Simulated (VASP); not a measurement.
The system is SnTe5.

```
CELL_PARAMETERS angstrom
3.57974 2.06677 4.36545
-3.57974 2.06677 4.36545
0.00000 -4.13353 4.36545
ATOMIC_POSITIONS crystal
Sn 0.50000 0.50000 0.50000
Te 0.34648 0.00000 0.65352
Te 0.82451 0.82451 0.82451
Te 0.00000 0.65352 0.34648
Te 0.65352 0.34648 0.00000
Te 0.17549 0.17549 0.17549
```

- Program: VASP 6.6.1
- Task: relaxation of cell and atoms
- Functional: PBE
- Potentials or basis: VASP PAW PBE potentials, release 64 (Sn_d, Te)
- Cutoff: 600 eV
- k mesh: 6 × 6 × 6
- Occupations: gaussian, width 0.1 eV
- Spin: no spin polarisation

At the start: pressure -0.2 GPa; volume 32.30 Å³/atom.

Q: Where does the relaxation end?

A: Over 13 steps the energy falls by 2.2 meV/atom and the volume is 32.38 Å³/atom (+0.3 %); space group R32 (No. 155, to 0.05 Å).

The path:
```
step  energy change (eV)  largest force (eV/Å)  pressure (GPa)  volume (Å³)
   1              0.0000                0.0251           -0.24       193.79
   2             -0.0071                0.0563            0.21       192.45
   3             -0.0075                0.0657            0.35       192.05
   4             -0.0119                0.0433            0.14       193.43
   5             -0.0128                0.0249           -0.05       194.57
   6             -0.0129                0.0270           -0.01       194.44
   7             -0.0129                0.0262           -0.03       194.49
   8             -0.0129                0.0247            0.00       194.38
   9             -0.0130                0.0207            0.06       194.11
  10             -0.0131                0.0183            0.06       194.13
  11             -0.0132                0.0112            0.02       194.19
  12             -0.0132                0.0025           -0.04       194.33
  13             -0.0132                0.0020           -0.02       194.28
```

Final structure:
```
Sn Te
1.0
     3.62054    2.09032    4.27858
    -3.62054    2.09032    4.27858
     0.00000   -4.18064    4.27858
Sn Te
1 5
Cartesian
  0.0000 0.0000 6.4179
  1.2523 -2.0117 4.2786
  0.0000 0.0000 10.6058
  -2.3683 -0.0787 4.2786
  1.1160 2.0903 4.2786
  0.0000 0.0000 2.2300
```
